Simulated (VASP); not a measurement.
HgTe:

```xyz
2
Lattice="-0.0471 3.2420 3.2420 3.2420 -0.0471 3.2420 3.2420 3.2420 -0.0471" Properties=species:S:1:pos:R:3 pbc="T T T"
Hg   -0.0109   -0.0109   -0.0109
Te    1.6201    1.6201    1.6201
```

This cell differs from its parent crystal: strain along [111] -2.1%.

Base run:

| Property | Result |
| --- | --- |
| Program | VASP 6.6.1 |
| Functional | r2SCAN |
| Potentials or basis | VASP PAW PBE potentials, release 64 (Hg, Te) |
| Cutoff | 520 eV |
| k mesh | 6 × 6 × 6 |
| Occupations | fermi-dirac, width 0.02 eV |
| Spin | no spin polarisation |

Its results: band gap on the k mesh 0.09 eV; pressure 0.9 GPa.

Task: The run is repeated on the same cell with these changes: functional from r2SCAN to HSE06; k mesh from 6 × 6 × 6 to 4 × 4 × 4. What comes out?

Result: Band gap on the k mesh 0.15 eV; pressure 1.0 GPa.

Several settings changed at once.

Caveats: the PAW data sets were made with another functional, which shifts forces and pressure a little; spin-orbit coupling is left out, which moves the levels of the heavy elements.

